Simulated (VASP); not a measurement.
A run of VASP 6.6.1:

File POSCAR:

```
ZrC
1.0
    3.3914760000      0.0000000000      0.0000000000
   -1.6957380000      2.9371050000      0.0000000000
    0.0000000000      0.0000000000      5.2900530000
Zr C
2 2
Direct
    0.3333333333      0.6666666667      0.2500000000
    0.6666666667      0.3333333333      0.7500000000
    0.0000000000      0.0000000000      0.0000000000
    0.0000000000      0.0000000000      0.5000000000
```

File INCAR.step1:

```
  ALGO = Normal
  EDIFF = 1E-4
  ENCUT = 600
  GGA = PE
  ISMEAR = 0
  LASPH = True
  LCHARG = False
  LREAL = False
  LWAVE = True
  NELM = 80
  PREC = Accurate
  SIGMA = 0.05
```

The input INCAR.step2:

```
  ALGO = Normal
  EDIFF = 1E-7
  EDIFFG = -0.005
  ENCUT = 600
  IBRION = 2
  ISIF = 3
  ISMEAR = 0
  ISTART = 1
  LASPH = True
  LCHARG = False
  LMIXTAU = True
  LREAL = False
  LWAVE = False
  METAGGA = R2SCAN
  NELM = 80
  NSW = 80
  PREC = Accurate
  SIGMA = 0.05
```

The input KPOINTS:

```
k-points
0
Gamma
  8 8 5
```

Potentials or basis: VASP PAW PBE potentials, release 64 (Zr_sv, C).

Launch:

```console
$ cat potpaw_PBE.64/Zr_sv/POTCAR potpaw_PBE.64/C/POTCAR > POTCAR
$ cp INCAR.step1 INCAR
$ mpirun -np 1 vasp_std > vasp.out
$ cp INCAR.step2 INCAR
$ mpirun -np 1 vasp_std > vasp.out
```

Hardware: 1 thread of Intel Xeon 8259CL (shared host).

**Question.** Estimate the wall time of this run.

**Answer.** It took 26 min on 1 thread of Intel Xeon 8259CL, with other jobs on the host, peak memory 0.22 GiB. Counts: k points 30, ion steps 7.
